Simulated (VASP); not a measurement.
# As (P6_3/mmc) in VASP: further runs

The runs below take As through single point, with PBE.

Everything below comes from runs of VASP 6.6.1. Logs are shortened: lines on timing, memory, paths and dates and some standing lists are left out, and cuts for length are marked.

### 1 The cell of the first run

Symmetry: P6_3/mmc, No. 194, hexagonal system. Conventional cell: a = 3.077 Å, b = 3.077 Å, c = 4.696 Å, α = 90.00°, β = 90.00°, γ = 120.00°. As (site symmetry -6m2) has 12 As at 2.94 to 3.08 Å within 3.9 Å.

### 2 Single point, PBE

INCAR reads:

```
SYSTEM = As
ALGO = Normal
EDIFF = 1E-6
ENCUT = 520
GGA = PE
ISIF = 2
ISMEAR = -1
LASPH = .TRUE.
LCHARG = .FALSE.
LREAL = .FALSE.
LWAVE = .FALSE.
NBANDS = 12
NELM = 100
PREC = Accurate
SIGMA = 0.1
```

KPOINTS reads:

```
k-points
0
G
  12 12 7
  0 0 0
```

POSCAR reads:

```
As
1.0
    3.0770374710      0.0000000000      0.0000000000
   -1.5385187355      2.6647926183      0.0000000000
    0.0000000000      0.0000000000      4.6958290275
As
2
Direct
    0.3333333333      0.6666666667      0.2500000000
    0.6666666667      0.3333333333      0.7500000000
```

Potentials or basis: VASP PAW PBE potentials, release 64 (As).

Launch:

```console
$ cat potpaw_PBE.64/As/POTCAR > POTCAR
$ mpirun -np 1 vasp_std > vasp.out
```

OUTCAR:

```text
SYSTEM = As
   EDIFF = 1E-6
   ENCUT = 520
   GGA = PE
   ISIF = 2
   ISMEAR = -1
   LASPH = .TRUE.
   LREAL = .FALSE.
   NELM = 100
   PREC = Accurate

 ion  position               nearest neighbor table
   1  0.333  0.667  0.250-
   2  0.667  0.333  0.750-

  LATTYP: Found a hexagonal cell.
 ALAT       =     3.0770374710
 C/A-ratio  =     1.5260876969

  Lattice vectors:

 A1 = (   3.0770374710,   0.0000000000,   0.0000000000)
 A2 = (  -1.5385187355,   2.6647926183,   0.0000000000)
 A3 = (   0.0000000000,   0.0000000000,   4.6958290275)

Analysis of symmetry for initial positions (statically):
=====================================================================
 Subroutine PRICEL returns:
 Original cell was already a primitive cell.

 Routine SETGRP: Setting up the symmetry group for a
 hexagonal supercell.

 Subroutine GETGRP returns: Found 24 space group operations
 (whereof 12 operations were pure point group operations)
 out of a pool of 24 trial point group operations.

The static configuration has the point symmetry D_3d.
 The point group associated with its full space group is D_6h.

Analysis of symmetry for dynamics (positions and initial velocities):
=====================================================================
 Subroutine PRICEL returns:
 Original cell was already a primitive cell.

 Routine SETGRP: Setting up the symmetry group for a
 hexagonal supercell.

 Subroutine GETGRP returns: Found 24 space group operations
 (whereof 12 operations were pure point group operations)
 out of a pool of 24 trial point group operations.

The dynamic configuration has the point symmetry D_3d.
 The point group associated with its full space group is D_6h.

 Subroutine INISYM returns: Found 24 space group operations
 (whereof 12 operations are pure point group operations),
 and found     1 'primitive' translations

----------------------------------------------------------------------------------------

                                     Primitive cell

  volume of cell :      38.5042

  direct lattice vectors                    reciprocal lattice vectors
     3.077037471  0.000000000  0.000000000     0.324987918  0.187631862  0.000000000
    -1.538518736  2.664792618  0.000000000     0.000000000  0.375263723  0.000000000
[... 79 lines left out ...]
   ISPIN  =      1    spin polarized calculation?
   LNONCOLLINEAR =      F non collinear calculations
   LSORBIT =      F    spin-orbit coupling
   LASPH  =      T    aspherical Exc in radial PAW
   ENCUT  =  520.0 eV  38.22 Ry    6.18 a.u.   5.72  5.72  8.73*2*pi/ulx,y,z
   NELM   =    100;   NELMIN=  2; NELMDL= -5     # of ELM steps
   EDIFF  = 0.1E-05   stopping-criterion for ELM
   LREAL  =      F    real-space projection
[... 7 lines left out ...]
   TEBEG  =    0.0;   TEEND  =   0.0 temperature during run
   PSTRESS=    0.0 pullay stress
   NELECT =      10.0000    total number of electrons
   NUPDOWN=      -1.0000    fix difference up-down
   EMIN   =  10.00;   EMAX   =-10.00  energy-range for DOS
   EFERMI =   0.00;   METHOD = LEGACY
   ISMEAR =    -1;   SIGMA  =   0.10  broadening in eV -4-tet -1-fermi 0-gaus
   EFERMI_NEDOS =   21; number of points for ismear=-14 and -15
   IALGO  =     38    algorithm
   IMIX   =      4    mixing-type and parameters
     AMIX     =   0.40;   BMIX     =  1.00
     AMIX_MAG =   1.60;   BMIX_MAG =  1.00
  volume/ion in A,a.u.               =      19.25       129.92
  Fermi-wavevector in a.u.,A,eV,Ry     =   1.044493  1.973805 14.843475  1.090965
  Thomas-Fermi vector in A             =   2.179248
   LORBIT       =      0    0 simple, 1 ext, 2 COOP (PROOUT), +10 PAW based schemes
   GGA     = PE    functional components
   LHFCALC =     F    Hartree Fock is set to
   AEXX    =    0.0000 exact exchange contribution
   IVDW    =     0    specifies the selected vdW correction
   LEPSILON=     F    determine dielectric tensor
   LRPA    =     F    only Hartree local field effects (RPA)
 non-spin polarized calculation
  energy-cutoff  :      520.00
  volume of cell :       38.50
 maximum number of plane-waves:      1061
 NGX is ok and might be reduce to    24
   NGX = 11   NGY = 11   NGZ = 17

 number of electron      10.0000000 magnetization

 number of electron       9.9999997 magnetization

 Free energy of the ion-electron system (eV)
  ---------------------------------------------------
  ext. energy  EPLUGINS =         0.00000000
  ---------------------------------------------------
  free energy    TOTEN  =        -8.36464901 eV

  energy without entropy =       -8.32994306  energy(sigma->0) =       -8.34729604

 E-fermi :   6.4049     XC(G=0): -10.7238

 val. band max:        6.3703020390   @ k =   0.3333   0.1667   0.2857
 cond. band min:       6.4517532354   @ k =   0.5000   0.0000   0.2857
 fundamental gap:      0.0814511965
 Fermi energy:         6.4049380240

 k-point     1 :       0.0000    0.0000    0.0000
  band No.  band energies     occupation
      1      -8.6467      2.00000
      2      -3.5586      2.00000
      3      -0.0901      2.00000
      4       9.5256      0.00000
      5       9.5256      0.00000
      6      11.4767      0.00000
      7      11.4767      0.00000
      8      12.9826      0.00000
      9      14.7123      0.00000
     10      17.6498      0.00000
     11      18.2011      0.00000
     12      18.2011      0.00000
[... 331 lines left out ...]
 k-point    24 :       0.3333   -0.0000    0.1429
  band No.  band energies     occupation
      1      -6.4179      2.00000
      2      -2.7550      2.00000
      3       1.6045      2.00000
      4       3.4554      2.00000
      5       5.2667      1.99998
      6       6.9887      0.00582
      7       9.2684      0.00000
      8      10.4915      0.00000
      9      12.3943      0.00000
     10      15.2825      0.00000
     11      17.8584      0.00000
     12      18.3459      0.00000

 [... further k-points ...]
[... 5 lines left out ...]
  --------------------------------------------------------------------------------------
  -------------------------------------------------------------------------------------
  Total        0.0157228      0.0157228      0.0104956      0.0000000     -0.0000000      0.0000000
  in kB        0.6542332      0.6542332      0.4367279      0.0000000     -0.0000000      0.0000000
  external PRESSURE =       0.5817315 kB  Pullay stress =       0.0000000 kB

 VOLUME and BASIS-vectors are now :
 -----------------------------------------------------------------------------
  energy-cutoff  :      520.00
  volume of cell :       38.50
      direct lattice vectors                 reciprocal lattice vectors
     3.077037471  0.000000000  0.000000000     0.324987918  0.187631862  0.000000000
    -1.538518736  2.664792618  0.000000000     0.000000000  0.375263723  0.000000000
     0.000000000  0.000000000  4.695829028     0.000000000  0.000000000  0.212954942

 POSITION                                       TOTAL-FORCE (eV/Angst)
 -----------------------------------------------------------------------------------
     -0.00000      1.77653      1.17396         0.000000     -0.000000      0.000000
      1.53852      0.88826      3.52187        -0.000000      0.000000      0.000000
 -----------------------------------------------------------------------------------
    total drift:                               -0.000000      0.000000      0.000000

  FREE ENERGIE OF THE ION-ELECTRON SYSTEM (eV)
  ---------------------------------------------------
  free  energy   TOTEN  =        -8.3646490144 eV

  energy  without entropy=       -8.3299430618  energy(sigma->0) =       -8.34729604
```

OSZICAR:

```text
N       E                     dE             d eps       ncg     rms          rms(c)
DAV:   1     0.270782671155E+02    0.27078E+02   -0.43349E+03  1824   0.708E+02
DAV:   2    -0.695504178567E+01   -0.34033E+02   -0.32731E+02  2564   0.109E+02
DAV:   3    -0.836886079494E+01   -0.14138E+01   -0.14054E+01  2284   0.225E+01
DAV:   4    -0.837437660902E+01   -0.55158E-02   -0.55152E-02  2040   0.159E+00
DAV:   5    -0.837438382512E+01   -0.72161E-05   -0.72163E-05  2236   0.661E-02    0.263E+00
DAV:   6    -0.836757013783E+01    0.68137E-02   -0.41183E-03  2004   0.341E-01    0.153E+00
DAV:   7    -0.836461609651E+01    0.29540E-02   -0.79128E-03  2004   0.473E-01    0.627E-02
DAV:   8    -0.836464891945E+01   -0.32823E-04   -0.12422E-04  2180   0.779E-02    0.101E-02
DAV:   9    -0.836464901444E+01   -0.94986E-07   -0.10435E-06  1612   0.712E-03
   1 F= -.83646490E+01 E0= -.83472960E+01  d E =-.347060E-01
```

Run time: 15 s. Hardware: 1 thread of Intel Xeon 6975P-C (Granite Rapids), shared host; peak memory 0.17 GiB.

Results:

* Free energy: -8.3646 eV
* Pressure: 0.1 GPa
* Band gap on the k mesh: zero (band 5 reaches 10.29 eV, above the bottom of band 6 at 3.24 eV)

Levels at points of the mesh, in eV from the Fermi level:
```csv
k point,band 1,band 2,band 3,band 4,band 5,band 6,band 7,band 8,band 9,band 10
"(0.00, 0.00, 0.00)",-15.05,-9.96,-6.50,3.12,3.12,5.07,5.07,6.58,8.31,11.24
"(0.50, 0.00, 0.00)",-11.19,-9.55,-4.65,-2.86,-2.61,-0.14,-0.06,4.07,4.97,9.29
```

### 3 Single point, PBE (volume scaled by 0.88)

INCAR reads:

```
PREC = Accurate
ENCUT = 520
EDIFF = 1E-6
ISMEAR = -1
SIGMA = 0.1
LREAL = False
LASPH = True
NELM = 100
ALGO = Normal
ISIF = 2
LWAVE = False
LCHARG = True
GGA = PE
LELF = True
LVHAR = True
NBANDS = 12
```

KPOINTS reads:

```
Automatic mesh
0
Gamma
  13 13 8
```

POSCAR reads:

```
As
1.0
    2.9486756879      0.0000000000      0.0000000000
   -1.4743378439      2.5536280533      0.0000000000
    0.0000000000      0.0000000000      4.4999376896
As
2
Direct
    0.3333333333      0.6666666667      0.2500000000
    0.6666666667      0.3333333333      0.7500000000
```

Potentials or basis: VASP PAW PBE potentials, release 64 (As).

Launch:

```console
$ cat potpaw_PBE.64/As/POTCAR > POTCAR
$ mpirun -np 1 vasp_std > vasp.out
```

OUTCAR:

```text
PREC = Accurate
   ENCUT = 520
   EDIFF = 1E-6
   ISMEAR = -1
   LREAL = False
   LASPH = True
   NELM = 100
   ISIF = 2
   GGA = PE

 ion  position               nearest neighbor table
   1  0.333  0.667  0.250-   2 2.82   2 2.82   2 2.82   2 2.82   2 2.82   2 2.82
   2  0.667  0.333  0.750-   1 2.82   1 2.82   1 2.82   1 2.82   1 2.82   1 2.82

  LATTYP: Found a hexagonal cell.
 ALAT       =     2.9486756879
 C/A-ratio  =     1.5260876970

  Lattice vectors:

 A1 = (   2.9486756879,   0.0000000000,   0.0000000000)
[... 540 lines left out ...]
      8      14.0803      0.00000
      9      16.6675      0.00000
     10      19.9128      0.00000
     11      20.3580      0.00000
     12      20.6651      0.00000

 [... further k-points ...]
[... 5 lines left out ...]
  --------------------------------------------------------------------------------------
  -------------------------------------------------------------------------------------
  Total        2.9232446      2.9232446      2.8956189      0.0000000     -0.0000000     -0.0000000
  in kB      138.2243592    138.2243592    136.9180908      0.0000000     -0.0000000     -0.0000000
  external PRESSURE =     137.7889364 kB  Pullay stress =       0.0000000 kB

 VOLUME and BASIS-vectors are now :
 -----------------------------------------------------------------------------
  energy-cutoff  :      520.00
  volume of cell :       33.88
      direct lattice vectors                 reciprocal lattice vectors
     2.948675688  0.000000000  0.000000000     0.339135295  0.195799854  0.000000000
    -1.474337844  2.553628053  0.000000000     0.000000000  0.391599708  0.000000000
     0.000000000  0.000000000  4.499937690     0.000000000  0.000000000  0.222225299

 POSITION                                       TOTAL-FORCE (eV/Angst)
 -----------------------------------------------------------------------------------
     -0.00000      1.70242      1.12498         0.000000     -0.000000      0.000000
      1.47434      0.85121      3.37495        -0.000000      0.000000      0.000000
 -----------------------------------------------------------------------------------
    total drift:                               -0.000000      0.000000     -0.000000

  FREE ENERGIE OF THE ION-ELECTRON SYSTEM (eV)
  ---------------------------------------------------
  free  energy   TOTEN  =        -8.1691825879 eV

  energy  without entropy=       -8.1350443157  energy(sigma->0) =       -8.15211345
```

OSZICAR:

```text
N       E                     dE             d eps       ncg     rms          rms(c)
DAV:   1     0.274267270031E+02    0.27427E+02   -0.44120E+03  2520   0.715E+02
DAV:   2    -0.678094865764E+01   -0.34208E+02   -0.32762E+02  3432   0.113E+02
DAV:   3    -0.817403965853E+01   -0.13931E+01   -0.13807E+01  3148   0.225E+01
DAV:   4    -0.817915138334E+01   -0.51117E-02   -0.51109E-02  2868   0.145E+00
DAV:   5    -0.817915600562E+01   -0.46223E-05   -0.46219E-05  3068   0.522E-02    0.336E+00
DAV:   6    -0.817251811560E+01    0.66379E-02   -0.21772E-03  2820   0.260E-01    0.198E+00
DAV:   7    -0.816916197516E+01    0.33561E-02   -0.45809E-03  2796   0.375E-01    0.515E-02
DAV:   8    -0.816918183846E+01   -0.19863E-04   -0.63575E-05  2940   0.601E-02    0.126E-02
DAV:   9    -0.816918258794E+01   -0.74947E-06   -0.14943E-06  2656   0.846E-03
   1 F= -.81691826E+01 E0= -.81521135E+01  d E =-.341383E-01
```

stdout:

```text
POSCAR found type information on POSCAR As
 POSCAR found :  1 types and       2 ions
 scaLAPACK will be used
 LDA part: xc-table for (Slater+PW92), standard interpolation
 POSCAR, INCAR and KPOINTS ok, starting setup
 FFT: planning ... GRIDC
 FFT: planning ... GRID_SOFT
 FFT: planning ... GRID
 WAVECAR not read
 entering main loop
```

Run time: 20 s. Hardware: 1 thread of Intel Xeon 6975P-C (Granite Rapids), shared host; peak memory 0.17 GiB.

What came out:

| Item | Value |
| --- | --- |
| Free energy | -8.1692 eV |
| Pressure | 13.8 GPa |
| Band gap on the k mesh | zero (band 5 reaches 12.79 eV, above the bottom of band 6 at 3.90 eV) |

### 4 Single point, PBE (volume scaled by 0.92)

INCAR reads:

```
SYSTEM = As
PREC = Accurate
ENCUT = 520
EDIFF = 1E-6
ISMEAR = -1
SIGMA = 0.1
LREAL = .FALSE.
LASPH = .TRUE.
NELM = 100
ALGO = Normal
ISIF = 2
LWAVE = .FALSE.
LCHARG = .FALSE.
GGA = PE
NBANDS = 12
```

KPOINTS reads:

```
regular mesh
0
G
  13 13 8
  0 0 0
```

POSCAR reads:

```
As
1.0
    2.9926922622      0.0000000000      0.0000000000
   -1.4963461311      2.5917475248      0.0000000000
    0.0000000000      0.0000000000      4.5671108420
As
2
Direct
    0.3333333333      0.6666666667      0.2500000000
    0.6666666667      0.3333333333      0.7500000000
```

Launch:

```console
$ cat potpaw_PBE.64/As/POTCAR > POTCAR
$ mpirun -np 1 vasp_std > vasp.out
```

Wall time 22 s (1 thread of Intel Xeon 6975P-C (Granite Rapids), shared host); peak memory 0.17 GiB.

It converged, with:

```
Free energy            : -8.2742 eV
Pressure               : 8.3 GPa
Band gap on the k mesh : zero (band 5 reaches 11.97 eV, above the bottom of band 6 at 3.58 eV)
```

Stress tensor (GPa, compression positive):
```
8.15 0.00 0.00
0.00 8.15 0.00
0.00 0.00 8.49
```

Levels at points of the mesh, in eV from the Fermi level:
```
           k point  band 3  band 4  band 5  band 6  band 7  band 8
(0.00, 0.00, 0.00)   -7.07    3.51    3.51    5.66    5.66    7.42
(0.00, 0.00, 0.50)    0.08    0.08    4.62    4.62    4.62    4.62
```

(Part 1 of 3 ends here.)
